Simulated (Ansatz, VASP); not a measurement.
## NaHI in VASP and in Ansatz

```
CELL_PARAMETERS angstrom
4.44660 0.00000 0.00000
0.00000 4.44660 0.00000
0.00000 0.00000 6.33767
ATOMIC_POSITIONS crystal
Na 0.00000 0.50000 0.19893
Na 0.50000 0.00000 0.80107
H 0.00000 0.00000 0.00000
H 0.50000 0.50000 0.00000
I 0.00000 0.50000 0.72012
I 0.50000 0.00000 0.27988
```

Alike in both runs: functional PBEsol; k mesh 4 × 4 × 3; occupations methfessel-paxton of order 1, width 0.0643 eV; no spin polarisation.

Ansatz relaxed the structure, and its values are those at the end. VASP's run is a single point on that final structure, the one shown.

```csv
,VASP,Ansatz
version,VASP 6.6.1,Ansatz 0.2.0
potentials or method,"VASP PAW PBE potentials, release 64 (Na_pv, H, I), cutoff 520 eV",PAW plane waves
valence electrons in the cell,30,54
```

```csv
,VASP,Ansatz,Ansatz less VASP
gap on the k mesh at the Fermi level (eV),none,none,-
pressure (GPa),0.0,0.0,-0.04
```

VASP's potentials were made for PBE, not for PBEsol. A gap of «none» marks a metal or a gap that the smearing closes. VASP's potentials hold 30 valence electrons a cell and Ansatz's 54, so a difference there can come from the potentials and not from the codes.

Spin-orbit coupling is off throughout.
